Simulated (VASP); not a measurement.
The system is CdSe (rocksalt type).

```
Cd Se
1.0
     0.00000    2.68928    2.68928
     2.68928    0.00000    2.68928
     2.68928    2.68928    0.00000
Cd Se
1 1
Direct
  0.00000 0.00000 0.00000
  0.50000 0.50000 0.50000
```

```yaml
Program: VASP 6.6.1
Task: relaxation of cell and atoms
Functional: PBEsol
Potentials_or_basis: VASP PAW PBE potentials, release 64 (Cd, Se)
Cutoff: 600 eV
k_mesh: 12 × 12 × 12
Occupations: fermi-dirac, width 0.05 eV
Spin: no spin polarisation
```

At the start: pressure 14.2 GPa; volume 19.45 Å³/atom.

Question: How do energy, volume and symmetry change on relaxing?

Answer: Over 3 steps the energy falls by 113.8 meV/atom and the volume is 22.41 Å³/atom (+15.2 %); space group Fm-3m (No. 225, to 0.05 Å).

Step by step:
```tsv
step	energy change (eV)	largest force (eV/Å)	pressure (GPa)	volume (Å³)
1	0.0000	0.0000	14.18	38.90
2	-0.1419	0.0000	-5.44	49.42
3	-0.2277	0.0000	0.00	44.83
```

Final structure:
```xyz
2
Lattice="0.0000 2.8195 2.8195 2.8195 0.0000 2.8195 2.8195 2.8195 0.0000" Properties=species:S:1:pos:R:3 pbc="T T T"
Cd    0.0000    0.0000    0.0000
Se    2.8195    2.8195    2.8195
```

Caveat: the volume moved by over 15 % at a fixed basis, so the end points are rough; the PAW data sets were made with another functional, which shifts forces and pressure a little.
